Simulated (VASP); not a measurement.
SnO2, 6 atoms in the cell. The structure is hexagonal, space group P6_3/mmc (No. 194). The conventional cell has a = 2.943 Å, b = 2.943 Å, c = 12.320 Å, α = 90.00°, β = 90.00°, γ = 120.00°. Within 2.8 Å of Sn (site symmetry -3m) lie 6 O at 2.09 Å. O (site symmetry 3m) has 3 Sn at 2.09 Å within 2.8 Å.  This cell differs from its parent crystal: ratio of the length along z to the lengths across it x 1.3, volume and fractional coordinates fixed.

```yaml
Program: VASP 6.6.1
Task: single point
Functional: PBE
Dispersion: D3(BJ)
Potentials_or_basis: VASP PAW PBE potentials, release 64 (Sn_d, O)
Cutoff: 520 eV
k_mesh: 12 × 12 × 4
Occupations: gaussian, width 0.05 eV
Spin: no spin polarisation
Dipole_correction: no
Further_INCAR_settings: ALGO = Normal; EDIFF = 1e-06; NBANDS = 35
```

Potentials or basis: VASP PAW PBE potentials, release 64 (Sn_d, O).

Launch:

```console
$ cat potpaw_PBE.64/Sn_d/POTCAR potpaw_PBE.64/O/POTCAR > POTCAR
$ mpirun -np 1 vasp_std > vasp.out
```

Hardware: 1 thread of Intel(R) Xeon(R) Platinum 8488C (Sapphire Rapids), with other jobs on the host.

Question: Estimate the wall time of this run.

Answer: It took 2.7 min on 1 thread of Intel(R) Xeon(R) Platinum 8488C (Sapphire Rapids) (shared host), peak memory 0.32 GiB. Counts: scf iterations 13, k points 57.
